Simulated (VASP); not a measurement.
Cr, 1 atom in the cell. Symmetry: Im-3m, No. 229, cubic system. Conventional cell: a = 2.884 Å, b = 2.884 Å, c = 2.884 Å, α = 90.00°, β = 90.00°, γ = 90.00°. Cr (site symmetry m-3m) has 14 Cr at 2.50 to 2.88 Å within 3.3 Å. 

```yaml
Program: VASP 6.6.1
Task: relaxation of cell and atoms
Functional: r2SCAN
Potentials_or_basis: VASP PAW PBE potentials, release 64 (Cr_pv)
Cutoff: 600 eV
k_mesh: 15 × 15 × 15
Occupations: fermi-dirac, width 0.1 eV
Spin: no spin polarisation
Dipole_correction: no
Further_INCAR_settings: ALGO = Normal; EDIFF = 1e-07; IBRION = 2; EDIFFG = -0.01; NSW = 80; ISIF = 3
```

Potentials or basis: VASP PAW PBE potentials, release 64 (Cr_pv).

Run with:

```console
$ cat potpaw_PBE.64/Cr_pv/POTCAR > POTCAR
$ cp INCAR.step1 INCAR
$ mpirun -np 1 vasp_std > vasp.out
$ cp INCAR.step2 INCAR
$ mpirun -np 1 vasp_std > vasp.out
```

Hardware: 1 thread of Intel(R) Xeon(R) Platinum 8488C (Sapphire Rapids) (shared host).

Task: How long does it take, and how much memory?

Result: It took 3.2 min on 1 thread of Intel(R) Xeon(R) Platinum 8488C (Sapphire Rapids) (shared host), peak memory 0.15 GiB. Counts: k points 120, ion steps 4.
